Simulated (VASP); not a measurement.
**Mg2FeH6: single point with LDA**

Mg2FeH6:

```
CELL_PARAMETERS angstrom
0.00000 3.13945 3.13945
3.13945 0.00000 3.13945
3.13945 3.13945 0.00000
ATOMIC_POSITIONS crystal
Mg 0.25000 0.25000 0.25000
Mg 0.75000 0.75000 0.75000
Fe 0.00000 0.00000 0.00000
H 0.75484 0.24516 0.24516
H 0.24516 0.75484 0.24516
H 0.24516 0.75484 0.75484
H 0.75484 0.24516 0.75484
H 0.24516 0.24516 0.75484
H 0.75484 0.75484 0.24516
```

```yaml
Program: VASP 6.6.1
Task: single point
Functional: LDA
Potentials_or_basis: VASP PAW LDA potentials, release 64 (Mg, Fe, H)
Cutoff: 520 eV
k_mesh: 8 × 8 × 8
Occupations: gaussian, width 0.02 eV
Spin: no spin polarisation
```

| Property | Result |
| --- | --- |
| Pressure | -0.6 GPa |
| Largest force | 0.039 eV/Å |
| Band gap on the k mesh | 1.77 eV, direct |

Forces on the atoms (eV/Å):
```
Mg   0.000  0.000  0.000
Mg   0.000  0.000  0.000
Fe   0.000  0.000  0.000
H    0.039  0.000  0.000
H    0.000  0.039  0.000
H   -0.039  0.000  0.000
H    0.000 -0.039  0.000
H    0.000  0.000  0.039
H    0.000  0.000 -0.039
```

Levels at points of the mesh, in eV from the valence-band top:
```tsv
k point	band 5	band 6	band 7	band 8	band 9	band 10	band 11	band 12	band 13	band 14
(0.00, 0.00, 0.00)	-2.11	-2.11	-0.81	-0.81	-0.81	5.43	5.43	5.43	5.50	5.50
(0.50, 0.00, 0.00)	-1.73	-1.73	-0.50	-0.30	-0.30	3.51	3.51	3.98	5.34	7.57
(0.50, 0.50, 0.00)	-3.60	-2.89	-1.49	0.00	0.00	1.77	3.92	6.59	8.36	9.38
```

Run time: 17 s on 1 thread of Intel(R) Xeon(R) 6975P-C (Granite Rapids) (shared host), peak memory 0.19 GiB.

A k mesh can miss the band edges. Spin polarisation is off, so any magnetic state and its effect on volume and gap are missing.
